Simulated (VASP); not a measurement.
TiN: single point with LDA

The system is TiN.

```
Ti N
1.0
     0.00000    2.08573    2.08573
     2.08573    0.00000    2.08573
     2.08573    2.08573    0.00000
Ti N
1 1
Direct
  0.00000 0.00000 0.00000
  0.50000 0.50000 0.50000
```

```
Program                : VASP 6.6.1
Task                   : single point
Functional             : LDA
Potentials or basis    : VASP PAW LDA potentials, release 64 (Ti_sv, N_h)
Cutoff                 : 1330 eV
k mesh                 : 18 × 18 × 18
Occupations            : gaussian, width 0.1 eV
Spin                   : no spin polarisation
Dipole correction      : no
Further INCAR settings : ALGO = Normal; EDIFF = 1e-06; NBANDS = 16
```

- Pressure: 1.0 GPa
- Band gap on the k mesh: zero (an odd number of electrons rules out a gap without spin polarisation)

Levels at points of the mesh, in eV from the Fermi level:
```
           k point  band 5  band 6  band 7  band 8  band 9  band 10  band 11  band 12  band 13  band 14
(0.00, 0.00, 0.00)  -17.13   -2.06   -2.06   -2.06   -0.68    -0.68    -0.68     0.61     0.61     6.16
(0.50, 0.00, 0.00)  -14.37   -8.37   -5.73   -5.73    1.83     1.83     2.57     6.16     6.16     6.38
(0.50, 0.50, 0.00)  -15.69   -5.87   -3.32   -3.24   -3.24     1.77     2.60     2.60     4.07    11.29
```

Run time: 73 s on 1 thread of Intel(R) Xeon(R) 6975P-C (Granite Rapids) (shared host), peak memory 0.35 GiB.

Caveat: an odd number of electrons without spin polarisation forces a metal; a magnetic or distorted state may lie lower.
